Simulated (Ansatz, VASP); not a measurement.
**Ti2O: VASP beside Ansatz**

The input INCAR:

```
PREC = Accurate ; ENCUT = 520
EDIFF = 1E-7 ; ISMEAR = 0
SIGMA = 0.1 ; LREAL = False
LASPH = True ; NELM = 80
ALGO = Normal ; ISIF = 2
LWAVE = False ; LCHARG = False
GGA = PS ; NBANDS = 22
```

Contents of KPOINTS:

```
Automatic mesh
0
Gamma
  24 24 14
```

File POSCAR:

```
Ti2O
1.0
    2.9193980238      0.0000000000      0.0000000000
   -1.4596990119      2.5282728524      0.0000000000
    0.0000000000      0.0000000000      4.7130000000
Ti O
2 1
Direct
    0.6666666667      0.3333333333      0.2787400000
    0.3333333333      0.6666666667      0.7212600000
    0.0000000000      0.0000000000      0.0000000000
```

Input for Ansatz:

```yaml
crystal:
  lattice:
    - [2.9193980238, 0.0, 0.0]
    - [-1.4596990119, 2.5282728524, 0.0]
    - [0.0, 0.0, 4.713]
  atoms:
    - { symbol: Ti, position: [0.6666666667, 0.3333333333, 0.27874] }
    - { symbol: Ti, position: [0.3333333333, 0.6666666667, 0.72126] }
    - { symbol: O, position: [0.0, 0.0, 0.0] }
basis:
  ecutwfc: 420
kpoints:
  mp_grid: { grid: [24, 24, 14] }
hamiltonian:
  xc: pbesol
scf:
  occupations: { method: gaussian, width: 0.1 }
output:
  forces: true
  stress: true
  eigenvalues: true
  write_density: true
  write_potential: true
  elf: true
  volumetric_format: npy
```

Alike in both runs: task single point; functional PBEsol; k mesh 24 × 24 × 14; occupations gaussian, width 0.1 eV; no spin polarisation.

```csv
,VASP,Ansatz
version,VASP 6.6.1,Ansatz 0.2.0
potentials or method,"VASP PAW PBE potentials, release 64 (Ti_sv, O), cutoff 520 eV","scalar-relativistic, plane waves, PAW"
valence electrons in the cell,30,30
```

VASP gave:

| Item | Value |
| --- | --- |
| gap on the k mesh at the Fermi level (eV) | none |
| pressure (GPa) | 4.7 |
| traceless stress, the component that is largest in VASP (GPa) | 3.25 |
| rms of the force components (eV/Å) | 0.603 |

Task: Which values does Ansatz return?

Result: gap on the k mesh at the Fermi level (eV): none; pressure (GPa): 4.4; traceless stress, the component that is largest in VASP (GPa): 3.24; rms of the force components (eV/Å): 0.625.

VASP's potentials were made for PBE, not for PBEsol. Atom by atom the forces differ by 0.022 eV/Å (rms over components). A gap of «none» marks a metal or a gap that the smearing closes. The functional is the same, so the differences come from potentials, cutoffs and numerics.
